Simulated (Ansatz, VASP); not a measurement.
# Au: VASP beside Ansatz

```
Au
1.0
     2.85650    0.00000    0.00000
    -1.42825    2.47380    0.00000
     0.00000    0.00000    4.73360
Au
2
Direct
  0.33333 0.66667 0.75000
  0.66667 0.33333 0.25000
```

Change from the starting cell: strain -0.015 along x and y, -0.030 along z, atoms carried along.

Alike in both runs: task single point; functional PBEsol; k mesh 18 × 18 × 10; occupations gaussian, width 0.15 eV; no spin polarisation.

|  | VASP | Ansatz |
| --- | --- | --- |
| version | VASP 6.6.1 | Ansatz 0.2.0 |
| potentials or method | VASP PAW PBE potentials, release 64 (Au), cutoff 520 eV | scalar-relativistic, plane waves, PAW |
| valence electrons in the cell | 22 | 38 |

VASP gave:

```
gap on the k mesh at the Fermi level (eV)                     : none
pressure (GPa)                                                : 3.0
traceless stress, the component that is largest in VASP (GPa) : 0.56
```

Q: Estimate Ansatz's values.

A: gap on the k mesh at the Fermi level (eV): none; pressure (GPa): 3.2; traceless stress, the component that is largest in VASP (GPa): 0.58.

VASP's potentials were made for PBE, not for PBEsol. A gap of «none» marks a metal or a gap that the smearing closes. The functional is the same, so the differences come from potentials, cutoffs and numerics. VASP's potentials hold 22 valence electrons a cell and Ansatz's 38, so a difference there can come from the potentials and not from the codes.

Neither program's run includes spin-orbit coupling.
